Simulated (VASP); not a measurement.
A run of VASP 6.6.1 is set up as follows.

Contents of INCAR:

```
SYSTEM = Hf
PREC = Accurate ; ENCUT = 520
EDIFF = 1E-7 ; ISMEAR = -1
SIGMA = 0.08 ; LREAL = .FALSE.
LASPH = .TRUE. ; NELM = 100
ALGO = Normal ; ISIF = 2
LWAVE = .FALSE. ; LCHARG = .FALSE.
GGA = PE ; NBANDS = 11
```

File KPOINTS:

```
regular mesh
0
G
  16 16 16
  0 0 0
```

POSCAR

```
Hf
1.0
   -1.7916129179      1.7916129179      1.8320750000
    1.7916129179     -1.7916129179      1.8320750000
    1.7916129179      1.7916129179     -1.8320750000
Hf
1
Direct
    0.0000000000      0.0000000000      0.0000000000
```

Potentials or basis: VASP PAW PBE potentials, release 64 (Hf_pv).

Run with:

```bash
$ cat potpaw_PBE.64/Hf_pv/POTCAR > POTCAR
$ mpirun -np 1 vasp_std > vasp.out
```

Predict the band gap on the k mesh.

zero (band 5 reaches 5.66 eV, above the bottom of band 6 at 3.54 eV).

What does it give for the pressure?

-5.1 GPa.

Stress tensor (GPa, compression positive):
```
-5.44  0.00  0.00
 0.00 -5.44  0.00
 0.00  0.00 -4.44
```

Caveat: spin-orbit coupling is left out, which moves the levels of the heavy elements.
